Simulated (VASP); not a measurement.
GaN, 2 atoms in the cell. The structure is tetragonal, space group I-4m2 (No. 119). Conventional cell: a = 3.028 Å, b = 3.028 Å, c = 4.620 Å, α = 90.00°, β = 90.00°, γ = 90.00°. Ga (site symmetry -4m2) has 4 N at 1.90 Å within 2.5 Å. N (site symmetry -4m2) has 4 Ga at 1.90 Å within 2.5 Å.  This cell differs from its parent crystal: strain -0.050 along x and y, +0.025 along z.

- Program: VASP 6.6.1
- Task: single point
- Functional: r2SCAN
- Potentials or basis: VASP PAW PBE potentials, release 64 (Ga_d, N)
- Cutoff: 520 eV
- k mesh: 10 × 10 × 10
- Occupations: gaussian, width 0.05 eV
- Spin: no spin polarisation
- Dipole correction: no
- Further INCAR settings: ALGO = Normal; EDIFF = 1e-06; NBANDS = 16

Potentials or basis: VASP PAW PBE potentials, release 64 (Ga_d, N).

The run is started by

```bash
$ cat potpaw_PBE.64/Ga_d/POTCAR potpaw_PBE.64/N/POTCAR > POTCAR
$ cp INCAR.step1 INCAR
$ mpirun -np 1 vasp_std > vasp.out
$ cp INCAR.step2 INCAR
$ mpirun -np 1 vasp_std > vasp.out
```

Hardware: 1 thread of Intel Xeon 8259CL, on a shared host.

**Question.** Estimate the wall time of this run.

**Answer.** It took 2.6 min on 1 thread of Intel Xeon 8259CL, with other jobs on the host, peak memory 0.17 GiB. Counts: k points 102.
